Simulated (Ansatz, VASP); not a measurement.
## Ru in VASP and in Ansatz

INCAR

```
SYSTEM = Ru
PREC = Accurate
ENCUT = 520
EDIFF = 1E-7
ISMEAR = 0
SIGMA = 0.15
LREAL = .False.
LASPH = .True.
NELM = 60
ALGO = Fast
ISIF = 2
LWAVE = .False.
LCHARG = .False.
GGA = PS
NBANDS = 21
```

File KPOINTS:

```
regular mesh
0
Gamma
  24 24 12
  0 0 0
```

Contents of POSCAR:

```
Ru
1.0
    2.7057993342      0.0000000000      0.0000000000
   -1.3528996671      2.3432909610      0.0000000000
    0.0000000000      0.0000000000      3.9393480000
Ru
2
Direct
    0.3333333333      0.6666666667      0.2500000000
    0.6666666667      0.3333333333      0.7500000000
```

Input for Ansatz:

```yaml
crystal:
  lattice:
    - [2.7057993342, 0.0, 0.0]
    - [-1.3528996671, 2.343290961, 0.0]
    - [0.0, 0.0, 3.939348]
  atoms:
    - { symbol: Ru, position: [0.3333333333, 0.6666666667, 0.25] }
    - { symbol: Ru, position: [0.6666666667, 0.3333333333, 0.75] }
basis:
  ecutwfc: 420
kpoints:
  mp_grid: { grid: [24, 24, 12] }
hamiltonian:
  xc: pbesol
scf:
  occupations: { method: gaussian, width: 0.15 }
output:
  forces: true
  stress: true
  eigenvalues: true
  write_density: true
  write_potential: true
  elf: true
  volumetric_format: npy
```

Change from the starting cell: strain +0.000 along x and y, -0.080 along z, atoms carried along.

Alike in both runs: task single point; functional PBEsol; k mesh 24 × 24 × 12; occupations gaussian, width 0.15 eV; no spin polarisation.

|  | VASP | Ansatz |
| --- | --- | --- |
| version | VASP 6.6.1 | Ansatz 0.2.0 |
| potentials or method | VASP PAW PBE potentials, release 64 (Ru_pv), cutoff 520 eV | scalar-relativistic, plane waves, PAW |
| valence electrons in the cell | 28 | 32 |

|  | VASP | Ansatz | Ansatz less VASP |
| --- | --- | --- | --- |
| gap on the k mesh at the Fermi level (eV) | none | none | - |
| pressure (GPa) | 30.7 | 30.5 | -0.19 |
| traceless stress, the component that is largest in VASP (GPa) | 31.71 | 31.60 | -0.107 |

VASP's potentials were made for PBE, not for PBEsol. A gap of «none» marks a metal or a gap that the smearing closes. Both programs put the cell under a high pressure, so it lies far from rest at this level. The functional is the same, so the differences come from potentials, cutoffs and numerics. VASP's potentials hold 28 valence electrons a cell and Ansatz's 32, so a difference there can come from the potentials and not from the codes.
